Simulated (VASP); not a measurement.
# H11C2NO4 in VASP: a series of runs

H11C2NO4 is run at these levels: PBE+D3(BJ); tasks: single point.

Everything below comes from runs of VASP 6.6.1. Logs are shortened: lines on timing, memory, paths and dates and some standing lists are left out, and cuts for length are marked.

### Step 1. The cell of the first run

The cell holds a disordered packing, 18 atoms: a = 5.915 Å, b = 5.915 Å, c = 5.915 Å, α = 90.00°, β = 90.00°, γ = 90.00°.

### Step 2. Single point, PBE+D3(BJ)

INCAR

```
PREC = Accurate ; ENCUT = 1000
EDIFF = 1E-6 ; ISMEAR = -1
SIGMA = 0.02 ; LREAL = Auto
LASPH = T ; NELM = 120
ALGO = Normal ; ISIF = 2
LWAVE = F ; LCHARG = F
GGA = PE ; IVDW = 12
NBANDS = 39 ; GGA_COMPAT = F
```

KPOINTS

```
Automatic mesh
0
Gamma
  1 1 1
```

POSCAR

```
H11C2NO4
1.0
    5.9154820000      0.0000000000      0.0000000000
    0.0000000000      5.9154820000      0.0000000000
    0.0000000000      0.0000000000      5.9154820000
O H C N
4 11 2 1
Direct
    0.4922337689      0.3876776229      0.8170086563
    0.0021638135      0.8177524672      0.9465669915
    0.7285458734      0.3765204594      0.4169567247
    0.1082921054      0.2539099941      0.1066354356
    0.3437758749      0.3515858894      0.8801480589
    0.5310809838      0.5413590980      0.7954888545
    0.1146314028      0.7286473021      0.8698192303
   -0.1296766688      0.8412839393      0.8372944081
    0.8748906682      0.3218334533      0.4600977570
    0.6515952546      0.3330413312      0.5548153134
   -0.0233117098      0.3469877856      0.0694448905
    0.0554139122      0.1040320975      0.0596739201
    0.5175909588      0.6763607767      0.1988510826
    0.2909822057      0.8696839919      0.2988260297
    0.5518907842      0.9765729995      0.1738488935
    0.4746865936      0.8428898947      0.2789459929
    0.5622027081      0.8513422913      0.5052504597
    0.6400492809      0.8422644173      0.6819900728
```

Potentials or basis: VASP PAW PBE potentials, release 64 (O_h, H_h, C_h, N_h).

The run is started by

```sh
$ cat potpaw_PBE.64/O_h/POTCAR potpaw_PBE.64/H_h/POTCAR potpaw_PBE.64/C_h/POTCAR potpaw_PBE.64/N_h/POTCAR > POTCAR
$ mpirun -np 1 vasp_gam > vasp.out
```

OUTCAR:

```text
PREC = Accurate
   ENCUT = 1000
   EDIFF = 1E-6
   ISMEAR = -1
   LREAL = Auto
   LASPH = T
   NELM = 120
   ISIF = 2
   GGA = PE
   IVDW = 12
 IVDW          = 12

 ion  position               nearest neighbor table
   1  0.492  0.388  0.817-   6 0.95   5 0.98
   2  0.002  0.818  0.947-   7 0.96   8 1.02
   3  0.729  0.377  0.417-   9 0.96  10 0.97
   4  0.108  0.254  0.107-  11 0.98  12 0.98
   5  0.344  0.352  0.880-   1 0.98
   6  0.531  0.541  0.795-   1 0.95
   7  0.115  0.729  0.870-   2 0.96
   8  0.870  0.841  0.837-   2 1.02
   9  0.875  0.322  0.460-   3 0.96
  10  0.652  0.333  0.555-   3 0.97
  11  0.977  0.347  0.069-   4 0.98
  12  0.055  0.104  0.060-   4 0.98
  13  0.518  0.676  0.199-  16 1.12
  14  0.291  0.870  0.299-  16 1.10
  15  0.552  0.977  0.174-  16 1.10
  16  0.475  0.843  0.279-  14 1.10  15 1.10  13 1.12  17 1.44
  17  0.562  0.851  0.505-  18 1.14  16 1.44
  18  0.640  0.842  0.682-  17 1.14

  LATTYP: Found a simple cubic cell.
 ALAT       =     5.9154820000

  Lattice vectors:

 A1 = (   5.9154820000,   0.0000000000,   0.0000000000)
 A2 = (   0.0000000000,   5.9154820000,   0.0000000000)
 A3 = (   0.0000000000,   0.0000000000,   5.9154820000)

Analysis of symmetry for initial positions (statically):
=====================================================================
 Subroutine PRICEL returns:
 Original cell was already a primitive cell.

 Routine SETGRP: Setting up the symmetry group for a
 simple cubic supercell.

 Subroutine GETGRP returns: Found  1 space group operations
 (whereof  1 operations were pure point group operations)
 out of a pool of 48 trial point group operations.

The static configuration has the point symmetry C_1 .

Analysis of symmetry for dynamics (positions and initial velocities):
=====================================================================
 Subroutine PRICEL returns:
 Original cell was already a primitive cell.

 Routine SETGRP: Setting up the symmetry group for a
 simple cubic supercell.

 Subroutine GETGRP returns: Found  1 space group operations
 (whereof  1 operations were pure point group operations)
 out of a pool of 48 trial point group operations.

The dynamic configuration has the point symmetry C_1 .

 Subroutine INISYM returns: Found  1 space group operations
 (whereof  1 operations are pure point group operations),
 and found     1 'primitive' translations

----------------------------------------------------------------------------------------

                                     Primitive cell

  volume of cell :     207.0000

  direct lattice vectors                    reciprocal lattice vectors
     5.915482000  0.000000000  0.000000000     0.169047932  0.000000000  0.000000000
     0.000000000  5.915482000  0.000000000     0.000000000  0.169047932  0.000000000
     0.000000000  0.000000000  5.915482000     0.000000000  0.000000000  0.169047932

  length of vectors
     5.915482000  5.915482000  5.915482000     0.169047932  0.169047932  0.169047932

  position of ions in fractional coordinates (direct lattice)
     0.492233769  0.387677623  0.817008656
     0.002163813  0.817752467  0.946566991
     0.728545873  0.376520459  0.416956725
     0.108292105  0.253909994  0.106635436
     0.343775875  0.351585889  0.880148059
     0.531080984  0.541359098  0.795488855
     0.114631403  0.728647302  0.869819230
     0.870323331  0.841283939  0.837294408
     0.874890668  0.321833453  0.460097757
     0.651595255  0.333041331  0.554815313
     0.976688290  0.346987786  0.069444891
     0.055413912  0.104032098  0.059673920
     0.517590959  0.676360777  0.198851083
     0.290982206  0.869683992  0.298826030
     0.551890784  0.976572999  0.173848894
     0.474686594  0.842889895  0.278945993
     0.562202708  0.851342291  0.505250460
     0.640049281  0.842264417  0.681990073

  ion indices of the primitive-cell ions
   primitive index   ion index
                 1           1
                 2           2
                 3           3
                 4           4
                 5           5
                 6           6
                 7           7
                 8           8
                 9           9
                10          10
                11          11
                12          12
                13          13
                14          14
                15          15
                16          16
                17          17
                18          18

----------------------------------------------------------------------------------------

 KPOINTS: Automatic mesh

Automatic generation of k-mesh.
 Grid dimensions read from file:
 generate k-points for:    1    1    1

 Generating k-lattice:

  Cartesian coordinates                     Fractional coordinates (reciprocal lattice)
     0.169047932  0.000000000  0.000000000     1.000000000  0.000000000  0.000000000
     0.000000000  0.169047932  0.000000000     0.000000000  1.000000000  0.000000000
     0.000000000  0.000000000  0.169047932     0.000000000  0.000000000  1.000000000

  Length of vectors
     0.169047932  0.169047932  0.169047932

  Shift w.r.t. Gamma in fractional coordinates (k-lattice)
     0.000000000  0.000000000  0.000000000

 Subroutine IBZKPT returns following result:
 ===========================================

 Found      1 irreducible k-points:

 Following reciprocal coordinates:
            Coordinates               Weight
  0.000000  0.000000  0.000000      1.000000
   k-points           NKPTS =      1   k-points in BZ     NKDIM =      1   number of bands    NBANDS=     39
   number of dos      NEDOS =    301   number of ions     NIONS =     18
   total plane-waves  NPLWV = 262144
   dimension x,y,z NGX =    64 NGY =   64 NGZ =   64
   dimension x,y,z NGXF=   128 NGYF=  128 NGZF=  128
   ions per type =               4  11   2   1
   NGX,Y,Z   is equivalent  to a cutoff of  17.99, 17.99, 17.99 a.u.
   NGXF,Y,Z  is equivalent  to a cutoff of  35.97, 35.97, 35.97 a.u.
 SYSTEM =  unknown system
   PREC   = accura    normal or accurate (medium, high low for compatibility)
   ISTART =      0    job   : 0-new  1-cont  2-samecut
   ICHARG =      2    charge: 1-file 2-atom 10-const
   ISPIN  =      1    spin polarized calculation?
   LNONCOLLINEAR =      F non collinear calculations
   LSORBIT =      F    spin-orbit coupling
   LASPH  =      T    aspherical Exc in radial PAW
   ENCUT  = 1000.0 eV  73.50 Ry    8.57 a.u.  15.25 15.25 15.25*2*pi/ulx,y,z
   NELM   =    120;   NELMIN=  2; NELMDL= -5     # of ELM steps
   EDIFF  = 0.1E-05   stopping-criterion for ELM
   LREAL  =      T    real-space projection
   EDIFFG = 0.1E-04   stopping-criterion for IOM
   NSW    =      0    number of steps for IOM
   IBRION =     -1    ionic relax: 0-MD 1-quasi-New 2-CG
   NFREE  =      0    steps in history (QN), initial steepest desc. (CG)
   ISIF   =      2    stress and relaxation
   ISYM   =      2    0-nonsym 1-usesym 2-fastsym
   POTIM  = 0.5000    time-step for ionic-motion
   TEBEG  =    0.0;   TEEND  =   0.0 temperature during run
   PSTRESS=    0.0 pullay stress
   NELECT =      48.0000    total number of electrons
   NUPDOWN=      -1.0000    fix difference up-down
   EMIN   =  10.00;   EMAX   =-10.00  energy-range for DOS
   EFERMI =   0.00;   METHOD = LEGACY
   ISMEAR =    -1;   SIGMA  =   0.02  broadening in eV -4-tet -1-fermi 0-gaus
   EFERMI_NEDOS =   21; number of points for ismear=-14 and -15
   IALGO  =     38    algorithm
   IMIX   =      4    mixing-type and parameters
     AMIX     =   0.40;   BMIX     =  1.00
     AMIX_MAG =   1.60;   BMIX_MAG =  1.00
  volume/ion in A,a.u.               =      11.50        77.61
  Fermi-wavevector in a.u.,A,eV,Ry     =   1.005769  1.900629 13.763275  1.011572
  Thomas-Fermi vector in A             =   2.138470
   LORBIT       =      0    0 simple, 1 ext, 2 COOP (PROOUT), +10 PAW based schemes
   GGA     = PE    functional components
   LHFCALC =     F    Hartree Fock is set to
   AEXX    =    0.0000 exact exchange contribution
   IVDW    =    12    specifies the selected vdW correction
   LEPSILON=     F    determine dielectric tensor
   LRPA    =     F    only Hartree local field effects (RPA)
 non-spin polarized calculation
  energy-cutoff  :     1000.00
  volume of cell :      207.00
 maximum number of plane-waves:      7398
 NGX is ok and might be reduce to    64
   NGX = 31   NGY = 31   NGZ = 31

 number of electron      48.0000000 magnetization

 Free energy of the ion-electron system (eV)
  ---------------------------------------------------
  ext. energy  EPLUGINS =         0.00000000
  ---------------------------------------------------
  free energy    TOTEN  =       -94.97233613 eV

  energy without entropy =      -94.97233613  energy(sigma->0) =      -94.97233613

 E-fermi :  -2.6665     XC(G=0):  -6.5812

 val. band max:       -3.2486881399   @ k =   0.0000   0.0000   0.0000
 cond. band min:       1.3903735867   @ k =   0.0000   0.0000   0.0000
 fundamental gap:      4.6390617266
 Fermi energy:        -2.6665264166

 k-point     1 :       0.0000    0.0000    0.0000
  band No.  band energies     occupation
      1     -21.9208      2.00000
      2     -21.7105      2.00000
      3     -21.4734      2.00000
      4     -21.4001      2.00000
      5     -20.0523      2.00000
      6     -15.8434      2.00000
      7     -10.4380      2.00000
      8     -10.0726      2.00000
      9      -9.3524      2.00000
     10      -9.1298      2.00000
     11      -8.7256      2.00000
     12      -7.9557      2.00000
     13      -7.8126      2.00000
     14      -6.9434      2.00000
     15      -6.1259      2.00000
     16      -6.0210      2.00000
     17      -5.6040      2.00000
     18      -5.3364      2.00000
     19      -5.2122      2.00000
     20      -5.0744      2.00000
     21      -3.9766      2.00000
     22      -3.8825      2.00000
     23      -3.7415      2.00000
     24      -3.2487      2.00000
     25       1.3904      0.00000
     26       2.3764      0.00000
     27       2.8272      0.00000
     28       4.6766      0.00000
     29       4.8630      0.00000
     30       5.4883      0.00000
     31       5.6026      0.00000
     32       6.1266      0.00000
     33       6.8012      0.00000
     34       7.2205      0.00000
     35       7.3870      0.00000
     36       7.5898      0.00000
 [bands above 36 left out]

------------------------ aborting loop because EDIFF is reached ----------------------------------------

 Edisp (eV)   -0.66348

 E8    (eV) :    -0.1446

  FORCE on cell =-STRESS in cart. coord.  units (eV):
  Direction    XX          YY          ZZ          XY          YZ          ZX
  --------------------------------------------------------------------------------------
  -------------------------------------------------------------------------------------
  Total       0.79500     1.10687     1.93004    -0.37354     0.12176     0.67216
  in kB       6.15327     8.56713    14.93850    -2.89118     0.94241     5.20250
  external pressure =        9.89 kB  Pullay stress =        0.00 kB

 VOLUME and BASIS-vectors are now :
 -----------------------------------------------------------------------------
  energy-cutoff  :     1000.00
  volume of cell :      207.00
      direct lattice vectors                 reciprocal lattice vectors
     5.915482000  0.000000000  0.000000000     0.169047932  0.000000000  0.000000000
     0.000000000  5.915482000  0.000000000     0.000000000  0.169047932  0.000000000
     0.000000000  0.000000000  5.915482000     0.000000000  0.000000000  0.169047932

 POSITION                                       TOTAL-FORCE (eV/Angst)
 -----------------------------------------------------------------------------------
      2.91180      2.29330      4.83300         0.254611     -2.010732     -0.030774
      0.01280      4.83740      5.59940        -0.765092      0.423755     -0.169657
      4.30970      2.22730      2.46650         0.193194     -0.157901     -0.103096
      0.64060      1.50200      0.63080        -0.276085      0.402103     -0.334378
      2.03360      2.07980      5.20650         0.022614      0.502882      0.351505
      3.14160      3.20240      4.70570        -0.367171      1.460699      0.180088
      0.67810      4.31030      5.14540         0.131935     -0.036301     -0.265698
      5.14838      4.97660      4.95300         0.745169     -0.416516      0.579614
      5.17540      1.90380      2.72170         0.990498     -0.095856     -0.537735
      3.85450      1.97010      3.28200        -1.074585      0.086414      0.406566
      5.77758      2.05260      0.41080         0.162332      0.074027      0.323251
      0.32780      0.61540      0.35300         0.264677     -0.426807     -0.103806
      3.06180      4.00100      1.17630        -0.361928      0.483346      0.555298
      1.72130      5.14460      1.76770         0.091811     -0.080787     -0.618553
      3.26470      5.77690      1.02840        -0.333857      0.049385      0.238524
      2.80800      4.98610      1.65010        -0.014323     -0.203296     -0.023574
      3.32570      5.03610      2.98880        -0.174459     -0.302320     -2.132785
      3.78620      4.98240      4.03430         0.510659      0.247905      1.685209
 -----------------------------------------------------------------------------------
    total drift:                                0.001295     -0.003072      0.003519

  FREE ENERGIE OF THE ION-ELECTRON SYSTEM (eV)
  ---------------------------------------------------
  free  energy   TOTEN  =       -95.6358129231 eV

  energy  without entropy=      -95.6358129231  energy(sigma->0) =      -95.63581292
```

Run time: 44 s. Hardware: 1 thread of AMD EPYC 7R13 (Zen 3), shared host; peak memory 0.49 GiB.

Results:

```yaml
Free_energy: -95.6358 eV
Pressure: 1.0 GPa
Largest_force: 2.161 eV/Å
Dispersion_energy_per_atom: -0.037 eV
```

Forces in eV/Å, atoms in the order of the input:
```
O    0.255 -2.011 -0.031
O   -0.765  0.424 -0.170
O    0.193 -0.158 -0.103
O   -0.276  0.402 -0.334
H    0.023  0.503  0.352
H   -0.367  1.461  0.180
H    0.132 -0.036 -0.266
H    0.745 -0.417  0.580
H    0.990 -0.096 -0.538
H   -1.075  0.086  0.407
H    0.162  0.074  0.323
H    0.265 -0.427 -0.104
H   -0.362  0.483  0.555
H    0.092 -0.081 -0.619
H   -0.334  0.049  0.239
C   -0.014 -0.203 -0.024
C   -0.174 -0.302 -2.133
N    0.511  0.248  1.685
```

Stress tensor (GPa, compression positive):
```
 0.62 -0.29  0.52
-0.29  0.86  0.09
 0.52  0.09  1.49
```

Caveat: the k points lie up to 1.06 Å⁻¹ apart, too coarse for converged energies, forces and pressures; the atoms stand as in a frame of molecular dynamics.

(Part 1 of 2 ends here.)
